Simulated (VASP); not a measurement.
Wanted: the native input for a VASP 6.6.1 run.

```yaml
Task: single point
Functional: PBE
Potentials_or_basis: VASP PAW PBE potentials, release 64 (Ti_sv, O)
Cutoff: 520 eV
k_mesh: 8 × 8 × 6
Occupations: fermi-dirac, width 0.05 eV
Spin: no spin polarisation
Dipole_correction: no
Further_INCAR_settings: ALGO = Normal; EDIFF = 1e-06; NBANDS = 33
```

The structure of TiO2 lies in POSCAR:

```
TiO2
1.0
    2.7239552772     -2.7245803899      0.0000000000
    2.7239552772      2.7245803899      0.0000000000
   -2.6509721109      0.0000000000      4.8284037337
Ti O
2 4
Direct
    0.8658900000      0.1341100000      0.7500000000
    0.1341100000      0.8658900000      0.2500000000
    0.0887550000      0.3312210000      0.1671490000
    0.9112450000      0.6687790000      0.8328510000
    0.6687790000      0.9112450000      0.3328510000
    0.3312210000      0.0887550000      0.6671490000
```

These files were run (other wordings do the same):

INCAR

```
  PREC = Accurate
  ENCUT = 520
  EDIFF = 1E-6
  ISMEAR = -1
  SIGMA = 0.05
  LREAL = False
  LASPH = True
  NELM = 100
  ALGO = Normal
  ISIF = 2
  LWAVE = False
  LCHARG = False
  GGA = PE
  NBANDS = 33
```

KPOINTS

```
Automatic mesh
0
Gamma
  8 8 6
```

Potentials or basis: VASP PAW PBE potentials, release 64 (Ti_sv, O).

Run with:

```console
$ cat potpaw_PBE.64/Ti_sv/POTCAR potpaw_PBE.64/O/POTCAR > POTCAR
$ mpirun -np 1 vasp_std > vasp.out
```

It gave:

* Pressure: -4.8 GPa
* Largest force: 0.214 eV/Å
* Band gap on the k mesh: 2.01 eV (least direct gap 2.34 eV)

Caveat: the cell stands under tension.

Wall time 2.3 min on 1 thread of Intel(R) Xeon(R) 6975P-C (Granite Rapids), with other jobs on the host, peak memory 0.32 GiB.
